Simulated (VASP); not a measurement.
# KF in VASP: further runs, part 2 of 2

VASP 6.6.1. The steps go on from the part before.

**5. Single point, LDA (strain -0.030 along x and y, +0.000 along z)**

INCAR

```
ALGO     = Normal         # electronic algorithm
EDIFF    = 1E-6           # SCF threshold, eV
ENCUT    = 520            # plane-wave cutoff, eV
ISIF     = 2              # what is computed and relaxed
ISMEAR   = 0              # smearing method
LASPH    = True           # aspherical terms in the spheres
LCHARG   = True           # write CHGCAR
LELF     = True           # ELF
LREAL    = False          # projectors in reciprocal space
LVHAR    = True         
LWAVE    = False          # write WAVECAR
NBANDS   = 15             # bands
NELM     = 80             # most SCF steps
PREC     = Accurate       # precision mode
SIGMA    = 0.05           # smearing width, eV
```

KPOINTS

```
k-points
0
Gamma
  8 8 8
```

POSCAR

```
KF
1.0
    3.1611863500      0.0000000000      0.0000000000
    0.0000000000      3.1611863500      0.0000000000
    0.0000000000      0.0000000000      3.2589550000
K F
1 1
Direct
    0.0000000000      0.0000000000      0.0000000000
    0.5000000000      0.5000000000      0.5000000000
```

Potentials or basis: VASP PAW LDA potentials, release 64 (K_sv, F).

Run with:

```
> cat potpaw_LDA.64/K_sv/POTCAR potpaw_LDA.64/F/POTCAR > POTCAR
> mpirun -np 1 vasp_std > vasp.out
```

OUTCAR:

```text
EDIFF = 1E-6
   ENCUT = 520
   ISIF = 2
   ISMEAR = 0
   LASPH = True
   LREAL = False
   NELM = 80
   PREC = Accurate

 ion  position               nearest neighbor table
   1  0.000  0.000  0.000-   2 2.77   2 2.77   2 2.77   2 2.77   2 2.77   2 2.77   2 2.77   2 2.77

   2  0.500  0.500  0.500-   1 2.77   1 2.77   1 2.77   1 2.77   1 2.77   1 2.77   1 2.77   1 2.77

  LATTYP: Found a simple tetragonal cell.
 ALAT       =     3.1611863500
 C/A-ratio  =     1.0309278351

  Lattice vectors:

 A1 = (   3.1611863500,   0.0000000000,   0.0000000000)
 A2 = (   0.0000000000,   3.1611863500,   0.0000000000)
 A3 = (   0.0000000000,   0.0000000000,   3.2589550000)

Analysis of symmetry for initial positions (statically):
=====================================================================
 Subroutine PRICEL returns:
 Original cell was already a primitive cell.

 Routine SETGRP: Setting up the symmetry group for a
 simple tetragonal supercell.

 Subroutine GETGRP returns: Found 16 space group operations
 (whereof 16 operations were pure point group operations)
 out of a pool of 16 trial point group operations.

The static configuration has the point symmetry D_4h.

Analysis of symmetry for dynamics (positions and initial velocities):
=====================================================================
 Subroutine PRICEL returns:
 Original cell was already a primitive cell.

 Routine SETGRP: Setting up the symmetry group for a
 simple tetragonal supercell.

 Subroutine GETGRP returns: Found 16 space group operations
 (whereof 16 operations were pure point group operations)
 out of a pool of 16 trial point group operations.

The dynamic configuration has the point symmetry D_4h.

 Subroutine INISYM returns: Found 16 space group operations
 (whereof 16 operations are pure point group operations),
 and found     1 'primitive' translations

----------------------------------------------------------------------------------------

                                     Primitive cell

  volume of cell :      32.5671

  direct lattice vectors                    reciprocal lattice vectors
     3.161186350  0.000000000  0.000000000     0.316336935  0.000000000  0.000000000
     0.000000000  3.161186350  0.000000000     0.000000000  0.316336935  0.000000000
     0.000000000  0.000000000  3.258955000     0.000000000  0.000000000  0.306846827

  length of vectors
     3.161186350  3.161186350  3.258955000     0.316336935  0.316336935  0.306846827

  position of ions in fractional coordinates (direct lattice)
     0.000000000  0.000000000  0.000000000
     0.500000000  0.500000000  0.500000000

  ion indices of the primitive-cell ions
   primitive index   ion index
                 1           1
                 2           2

----------------------------------------------------------------------------------------

 KPOINTS: k-points

Automatic generation of k-mesh.
 Grid dimensions read from file:
 generate k-points for:    8    8    8

 Generating k-lattice:

  Cartesian coordinates                     Fractional coordinates (reciprocal lattice)
     0.039542117  0.000000000  0.000000000     0.125000000  0.000000000  0.000000000
     0.000000000  0.039542117  0.000000000     0.000000000  0.125000000  0.000000000
     0.000000000  0.000000000  0.038355853     0.000000000  0.000000000  0.125000000

  Length of vectors
     0.039542117  0.039542117  0.038355853

  Shift w.r.t. Gamma in fractional coordinates (k-lattice)
     0.000000000  0.000000000  0.000000000

 Subroutine IBZKPT returns following result:
 ===========================================

 Found     75 irreducible k-points:

 Following reciprocal coordinates:
            Coordinates               Weight
  0.000000  0.000000  0.000000      1.000000
  0.125000  0.000000  0.000000      4.000000
  0.250000  0.000000  0.000000      4.000000
  0.375000  0.000000  0.000000      4.000000
  0.500000  0.000000  0.000000      2.000000
  0.125000  0.125000  0.000000      4.000000
[... 16 lines left out ...]
  0.375000  0.125000  0.125000     16.000000
  0.500000  0.125000  0.125000      8.000000
 [... further k-points ...]
   k-points           NKPTS =     75   k-points in BZ     NKDIM =     75   number of bands    NBANDS=     15
   number of dos      NEDOS =    301   number of ions     NIONS =      2
   total plane-waves  NPLWV =  13824
   dimension x,y,z NGX =    24 NGY =   24 NGZ =   24
   dimension x,y,z NGXF=    48 NGYF=   48 NGZF=   48
   ions per type =               1   1
   NGX,Y,Z   is equivalent  to a cutoff of  12.62, 12.62, 12.24 a.u.
   NGXF,Y,Z  is equivalent  to a cutoff of  25.24, 25.24, 24.49 a.u.
 SYSTEM =  unknown system
   PREC   = accura    normal or accurate (medium, high low for compatibility)
   ISTART =      0    job   : 0-new  1-cont  2-samecut
   ICHARG =      2    charge: 1-file 2-atom 10-const
   ISPIN  =      1    spin polarized calculation?
   LNONCOLLINEAR =      F non collinear calculations
   LSORBIT =      F    spin-orbit coupling
   LASPH  =      T    aspherical Exc in radial PAW
   ENCUT  =  520.0 eV  38.22 Ry    6.18 a.u.   5.88  5.88  6.06*2*pi/ulx,y,z
   NELM   =     80;   NELMIN=  2; NELMDL= -5     # of ELM steps
   EDIFF  = 0.1E-05   stopping-criterion for ELM
   LREAL  =      F    real-space projection
   EDIFFG = 0.1E-04   stopping-criterion for IOM
   NSW    =      0    number of steps for IOM
   IBRION =     -1    ionic relax: 0-MD 1-quasi-New 2-CG
   NFREE  =      0    steps in history (QN), initial steepest desc. (CG)
   ISIF   =      2    stress and relaxation
   ISYM   =      2    0-nonsym 1-usesym 2-fastsym
   POTIM  = 0.5000    time-step for ionic-motion
   TEBEG  =    0.0;   TEEND  =   0.0 temperature during run
   PSTRESS=    0.0 pullay stress
   NELECT =      16.0000    total number of electrons
   NUPDOWN=      -1.0000    fix difference up-down
   EMIN   =  10.00;   EMAX   =-10.00  energy-range for DOS
   EFERMI =   0.00;   METHOD = LEGACY
   ISMEAR =     0;   SIGMA  =   0.05  broadening in eV -4-tet -1-fermi 0-gaus
   EFERMI_NEDOS =   21; number of points for ismear=-14 and -15
   IALGO  =     38    algorithm
   IMIX   =      4    mixing-type and parameters
     AMIX     =   0.40;   BMIX     =  1.00
     AMIX_MAG =   1.60;   BMIX_MAG =  1.00
  volume/ion in A,a.u.               =      16.28       109.89
  Fermi-wavevector in a.u.,A,eV,Ry     =   1.291780  2.441111 22.703990  1.668696
  Thomas-Fermi vector in A             =   2.423529
   LORBIT       =      0    0 simple, 1 ext, 2 COOP (PROOUT), +10 PAW based schemes
   GGA     = CA    functional components
   LHFCALC =     F    Hartree Fock is set to
   AEXX    =    0.0000 exact exchange contribution
   IVDW    =     0    specifies the selected vdW correction
   LEPSILON=     F    determine dielectric tensor
   LRPA    =     F    only Hartree local field effects (RPA)
 non-spin polarized calculation
 Gauss-broadening in eV      SIGMA  =   0.05
  energy-cutoff  :      520.00
  volume of cell :       32.57
 maximum number of plane-waves:       896
 NGX is ok and might be reduce to    24
   NGX = 11   NGY = 11   NGZ = 13

 number of electron      15.9999992 magnetization

 Free energy of the ion-electron system (eV)
  ---------------------------------------------------
  ext. energy  EPLUGINS =         0.00000000
  ---------------------------------------------------
  free energy    TOTEN  =        -8.92366853 eV

  energy without entropy =       -8.92366853  energy(sigma->0) =       -8.92366853

 E-fermi :  -2.0074     XC(G=0): -10.0271

 val. band max:       -2.2220365843   @ k =   0.5000   0.0000   0.5000
 cond. band min:       4.0775844985   @ k =   0.0000   0.0000   0.0000
 fundamental gap:      6.2996210828
 Fermi energy:        -2.0074020197

 k-point     1 :       0.0000    0.0000    0.0000
  band No.  band energies     occupation
      1     -28.6548      2.00000
      2     -20.7789      2.00000
      3     -11.8761      2.00000
      4     -11.7837      2.00000
      5     -11.7837      2.00000
      6      -2.3679      2.00000
      7      -2.2603      2.00000
      8      -2.2603      2.00000
      9       4.0776      0.00000
     10       5.8362      0.00000
     11       5.9107      0.00000
     12      11.8899      0.00000
     13      11.8899      0.00000
     14      12.1108      0.00000
[... 401 lines left out ...]
      2     -20.7897      2.00000
      3     -12.7014      2.00000
      4     -11.8593      2.00000
      5     -11.7933      2.00000
      6      -3.4299      2.00000
      7      -2.6315      2.00000
      8      -2.4175      2.00000
      9       7.4908      0.00000
     10       7.7322      0.00000
     11       8.0303      0.00000
     12       9.6130      0.00000
     13      11.2750      0.00000
     14      11.3199      0.00000
     15      15.2119      0.00000

 [... further k-points ...]
[... 5 lines left out ...]
  --------------------------------------------------------------------------------------
  -------------------------------------------------------------------------------------
  Total       -0.6492818     -0.6492818     -1.1965034      0.0000000      0.0000000      0.0000000
  in kB      -31.9422294    -31.9422294    -58.8634847      0.0000000      0.0000000      0.0000000
  external PRESSURE =     -40.9159811 kB  Pullay stress =       0.0000000 kB

 VOLUME and BASIS-vectors are now :
 -----------------------------------------------------------------------------
  energy-cutoff  :      520.00
  volume of cell :       32.57
      direct lattice vectors                 reciprocal lattice vectors
     3.161186350  0.000000000  0.000000000     0.316336935  0.000000000  0.000000000
     0.000000000  3.161186350  0.000000000     0.000000000  0.316336935  0.000000000
     0.000000000  0.000000000  3.258955000     0.000000000  0.000000000  0.306846827

 POSITION                                       TOTAL-FORCE (eV/Angst)
 -----------------------------------------------------------------------------------
      0.00000      0.00000      0.00000         0.000000      0.000000      0.000000
      1.58059      1.58059      1.62948         0.000000      0.000000      0.000000
 -----------------------------------------------------------------------------------
    total drift:                                0.000000      0.000000     -0.000000

  FREE ENERGIE OF THE ION-ELECTRON SYSTEM (eV)
  ---------------------------------------------------
  free  energy   TOTEN  =        -8.9236685327 eV

  energy  without entropy=       -8.9236685327  energy(sigma->0) =       -8.92366853
```

It took 28 s on 1 thread of Intel Xeon 8259CL, shared host; peak memory 0.15 GiB.

What came out:

- Free energy: -8.9237 eV
- Pressure: -4.1 GPa
- Band gap on the k mesh: 6.30 eV, indirect (least direct gap 6.34 eV)

Caveat: the cell differs from its parent crystal (strain -0.030 along x and y, +0.000 along z). A k mesh can miss the band edges.

**6. The runs side by side**

```tsv
cell	gap on the mesh (eV)	pressure (GPa)
a = 3.357 Å, 2 atoms	5.35	-7.1
a = 3.161, b = 3.161, c = 3.210 Å, 2 atoms	6.44	-3.6
a = 3.161, b = 3.161, c = 3.259 Å, 2 atoms	6.30	-4.1
```

Alike in all rows: task single point; level LDA; potentials or basis VASP PAW LDA potentials, release 64 (K_sv, F); no spin polarisation; k mesh 8 × 8 × 8; cutoff (eV) 520; smearing gaussian 0.05 eV.

Total energies depend on the potentials used, so only differences within one code and one set of settings carry meaning.
